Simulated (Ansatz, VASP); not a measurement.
Be2WN3 in VASP and in Ansatz

```
Be W N
1.0
     3.36610    0.00000    0.00000
     0.00000    3.36610    0.00000
     0.00000    0.00000    4.88795
Be W N
2 1 3
Direct
  0.50000 0.00000 0.13279
  0.00000 0.50000 0.13279
  0.00000 0.00000 0.58829
  0.50000 0.50000 0.26269
  0.50000 0.00000 0.79067
  0.00000 0.50000 0.79067
```

Alike in both runs: functional PBE; k mesh 3 × 3 × 3; occupations gaussian, width 0.15 eV; no spin polarisation.

Ansatz relaxed the structure, and its values are those at the end. VASP's run is a single point on that final structure, the one shown.

|  | VASP | Ansatz |
| --- | --- | --- |
| version | VASP 6.6.1 | Ansatz 0.2.0 |
| potentials or method | VASP PAW PBE potentials, release 64 (Be, W_sv, N), cutoff 600 eV | scalar-relativistic, plane waves, PAW |
| valence electrons in the cell | 33 | 33 |

Ansatz gave:

| Item | Value |
| --- | --- |
| gap on the k mesh at the Fermi level (eV) | none |
| pressure (GPa) | -0.6 |
| rms of the force components (eV/Å) | 0.019 |

Q: Estimate VASP's values.

A: gap on the k mesh at the Fermi level (eV): none; pressure (GPa): 0.1; rms of the force components (eV/Å): 0.043.

A gap of «none» marks a metal or a gap that the smearing closes.

The k mesh is coarse, so the values compare programs but aren't converged. Spin-orbit coupling is off throughout.
